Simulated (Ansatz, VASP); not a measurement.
**Two plane-wave programs on Hf**

```
Hf
1.0
     3.19670    0.00000    0.00000
     0.00000    5.05780    0.00000
     0.00000    0.00000   24.22807
Hf
8
Direct
  0.00000 0.75000 0.30956
  0.50000 0.25000 0.34765
  0.50000 0.75000 0.42382
  0.00000 0.25000 0.46191
  0.00000 0.75000 0.53809
  0.50000 0.25000 0.57618
  0.50000 0.75000 0.65235
  0.00000 0.25000 0.69044
```

Alike in both runs: functional r2SCAN; k mesh 8 × 5 × 1; occupations fermi-dirac, width 0.05 eV; no spin polarisation.

|  | VASP | Ansatz |
| --- | --- | --- |
| version | VASP 6.6.1 | Ansatz 0.2.0 |
| potentials or method | VASP PAW PBE potentials, release 64 (Hf_pv) | Ansatz PAW |
| plane-wave cutoff (eV) | 520 | 500 |
| valence electrons in the cell | 80 | 208 |
| task | single point | band structure |

Ansatz gave:

| Item | Value |
| --- | --- |
| gap on the k mesh at the Fermi level (eV) | none |
| rms of the force components (eV/Å) | 0.122 |

Problem. Estimate VASP's values.

Solution. gap on the k mesh at the Fermi level (eV): none; rms of the force components (eV/Å): 0.136.

VASP's potentials were made for PBE, not for r2SCAN. Atom by atom the forces differ by 0.015 eV/Å (rms over components). A gap of «none» marks a metal or a gap that the smearing closes. VASP's potentials hold 80 valence electrons a cell and Ansatz's 208, so a difference there can come from the potentials and not from the codes.

Spin-orbit coupling is off throughout.
